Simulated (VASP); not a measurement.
A run of VASP 6.6.1 is set up as follows.

INCAR

```
SYSTEM = Tl3HBr2
PREC     = Accurate       ! precision mode
ENCUT    = 520            ! plane-wave cutoff, eV
EDIFF    = 1E-7           ! SCF threshold, eV
ISMEAR   = 0              ! smearing method
SIGMA    = 0.1            ! smearing width, eV
LREAL    = .False.        ! projectors in reciprocal space
LASPH    = .True.         ! aspherical terms in the spheres
NELM     = 100            ! most SCF steps
ALGO     = Normal         ! electronic algorithm
ISIF     = 2              ! what is computed and relaxed
LWAVE    = .False.        ! write WAVECAR
LCHARG   = .False.        ! write CHGCAR
GGA      = PE             ! functional
NBANDS   = 36             ! bands
```

File KPOINTS:

```
regular mesh
0
Gamma
  6 6 8
  0 0 0
```

The input POSCAR:

```
Tl3HBr2
1.0
    8.0471981127      0.0000000000      0.0000000000
   -4.0235990563      6.9690779949      0.0000000000
    0.0000000000      0.0000000000      4.6434088928
Tl H Br
3 1 2
Direct
    0.5000000000      0.5000000000      0.5000000000
    0.5000000000      0.0000000000      0.5000000000
    0.0000000000      0.5000000000      0.5000000000
    0.0000000000      0.0000000000      0.0000000000
    0.6666666667      0.3333333333      0.0000000000
    0.3333333333      0.6666666667      0.0000000000
```

Potentials or basis: VASP PAW PBE potentials, release 64 (Tl_d, H, Br).

The run is started by

```sh
$ cat potpaw_PBE.64/Tl_d/POTCAR potpaw_PBE.64/H/POTCAR potpaw_PBE.64/Br/POTCAR > POTCAR
$ mpirun -np 1 vasp_std > vasp.out
```

(1) What does it give for the pressure?

(2) What does it give for the band gap on the k mesh?

## Answers

(1) 0.0 GPa.

(2) zero (bands 27 and 28 overlap by 0.28 eV).

Caveat: spin-orbit coupling is left out, which moves the levels of the heavy elements.
